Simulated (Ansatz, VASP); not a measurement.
# ZrB in VASP and in Ansatz

Contents of INCAR:

```
ALGO = Normal
EDIFF = 1E-6
ENCUT = 500
GGA = PE
GGA_COMPAT = False
ISIF = 2
ISMEAR = 1
IVDW = 12
LASPH = True
LCHARG = False
LREAL = False
LWAVE = False
NBANDS = 14
NELM = 120
PREC = Accurate
SIGMA = 0.2
```

Contents of KPOINTS:

```
k-points
0
Gamma
  7 7 7
```

POSCAR

```
ZrB
1.0
    0.0000000000      2.4563210000      2.4563210000
    2.4563210000      0.0000000000      2.4563210000
    2.4563210000      2.4563210000      0.0000000000
Zr B
1 1
Direct
    0.5000000000      0.5000000000      0.5000000000
    0.0000000000      0.0000000000      0.0000000000
```

Input for Ansatz:

```yaml
crystal:
  lattice:
    - [0.0, 2.456321, 2.456321]
    - [2.456321, 0.0, 2.456321]
    - [2.456321, 2.456321, 0.0]
  atoms:
    - { symbol: Zr, position: [0.5, 0.5, 0.5] }
    - { symbol: B, position: [0.0, 0.0, 0.0] }
basis:
  ecutwfc: 450.0
kpoints:
  mp_grid:
    grid: [7, 7, 7]
hamiltonian:
  xc: pbe
  dispersion: d3bj
scf:
  occupations:
    method: cold
    width: 0.2
output:
  forces: true
  stress: true
```

Alike in both runs: task single point; functional PBE; dispersion D3(BJ); k mesh 7 × 7 × 7; no spin polarisation.

|  | VASP | Ansatz |
| --- | --- | --- |
| version | VASP 6.6.1 | Ansatz 0.2.0 |
| potentials or method | VASP PAW PBE potentials, release 64 (Zr_sv, B), cutoff 500 eV | plane waves, PAW |
| occupations | methfessel-paxton of order 1, width 0.2 eV | cold, width 0.2 eV |
| valence electrons in the cell | 15 | 15 |

|  | VASP | Ansatz | Ansatz less VASP |
| --- | --- | --- | --- |
| pressure (GPa) | -4.9 | -5.0 | -0.11 |
